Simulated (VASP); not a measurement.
## BeTe: dielectric tensor with PBE

BeTe:

```xyz
2
Lattice="0.0000 2.7700 2.7700 2.7700 0.0000 2.7700 2.7700 2.7700 0.0000" Properties=species:S:1:pos:R:3 pbc="T T T"
Be    0.0000    0.0000    0.0000
Te    4.1550    4.1550    4.1550
```

| Item | Value |
| --- | --- |
| Program | VASP 6.6.1 |
| Task | dielectric tensor |
| Functional | PBE |
| Potentials or basis | VASP PAW PBE potentials, release 64 (Be, Te) |
| Cutoff | 520 eV |
| k mesh | 6 × 6 × 6 |
| Occupations | gaussian, width 0.01 eV |
| Spin | no spin polarisation |
| Dipole correction | no |
| Further INCAR settings | ALGO = Normal; EDIFF = 1e-08 |

| Property | Result |
| --- | --- |
| Band gap on the k mesh | 1.85 eV (least direct gap 3.56 eV) |
| Electronic dielectric tensor (diagonal) | 8.13 |
| Born charges (mean of the diagonal) | Be +1.28; Te -1.28 e |

Levels at points of the mesh, in eV from the valence-band top:
```tsv
k point	band 1	band 2	band 3	band 4	band 5	band 6	band 7	band 8
(0.00, 0.00, 0.00)	-12.63	0.00	0.00	0.00	3.56	3.56	3.56	4.19
(0.50, 0.00, 0.00)	-11.16	-5.87	-1.22	-1.22	3.21	4.56	4.56	7.79
(0.50, 0.50, 0.00)	-10.62	-5.39	-2.84	-2.84	1.85	2.59	10.02	10.02
```

Electronic dielectric tensor:
```
8.13 0.00 0.00
0.00 8.13 0.00
0.00 0.00 8.13
```

Born effective charge tensors (e):
atom 1, Be
```
1.28 0.00 0.00
0.00 1.28 0.00
0.00 0.00 1.28
```
atom 2, Te
```
-1.28  0.00  0.00
 0.00 -1.28  0.00
 0.00  0.00 -1.28
```

It took 82 s on 1 thread of AMD EPYC 7R13 Processor (Zen 3), with other jobs on the host, peak memory 0.18 GiB.

Caveat: spin-orbit coupling is left out, which moves the levels of the heavy elements. A k mesh can miss the band edges.
